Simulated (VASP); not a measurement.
Runs of VASP 6.6.1 on Ni. The structure is that of space group Fm-3m (No. 225), or close to it. The cells are those of the table. 

```tsv
task	level	U	cell	k mesh	cutoff (eV)	grid for exact exchange (PRECFOCK)	share of exact exchange	screening parameter	gap on the mesh (eV)	pressure (GPa)	moment (μB)
relaxation of cell and atoms	PBE	-	relaxed to 30 GPa from a = 2.457 Å, angles 60.0°, 1 atom	13 × 13 × 13	600	-	-	-	none	30.0	0.62
relaxation of cell and atoms	PBE	-	relaxed from a = 2.457 Å, angles 60.0°, 1 atom	13 × 13 × 13	600	-	-	-	none	0.0	0.63
single point	RPBE+D4	-	a = 2.459 Å, angles 60.0°, 1 atom	13 × 13 × 13	520	-	-	-	none	0.1	0.62
single point	PBEsol	-	a = 2.417 Å, angles 60.0°, 1 atom	13 × 13 × 13	520	-	-	-	none	(b)	0.62
single point	HSE06	-	a = 2.482 Å, angles 60.0°, 1 atom	7 × 7 × 7	520	Normal	0.25	0.2079 1/Å	none	0.4	0.99
single point	PBE+U	Ni d U = 2.0 eV	a = 2.457 Å, angles 60.0°, 1 atom	10 × 10 × 10	520	-	-	-	none	4.0	0.73
single point	HSE06	-	a = 2.490 Å, angles 60.0°, 1 atom	8 × 8 × 8	520	Normal	0.25	0.2079 1/Å	none	-3.5	0.70
single point	PBE-based screened hybrid with 25 % exact exchange	-	a = 2.457 Å, angles 60.0°, 1 atom	7 × 7 × 7	520	Normal	0.25	0.3 1/Å	none	7.3	(a)
```

Alike in all rows: potentials or basis VASP PAW PBE potentials, release 64 (Ni); spin collinear, ferromagnetic start; smearing fermi-dirac 0.05 eV.

Question: Estimate the missing entries.

Answer: (a) 0.98; (b) 9.8.

Caveats: some runs use coarse meshes; the PAW data sets were made with another functional, which shifts forces and pressure a little (at least some runs); the cell stands under pressure (at least some runs); the cell is relaxed towards a set pressure, so the run minimises the enthalpy, not the energy (at least some runs); the U is typed as a test and isn't derived for this compound (at least some runs).

A gap of «none» marks levels without a gap at the run's occupations.
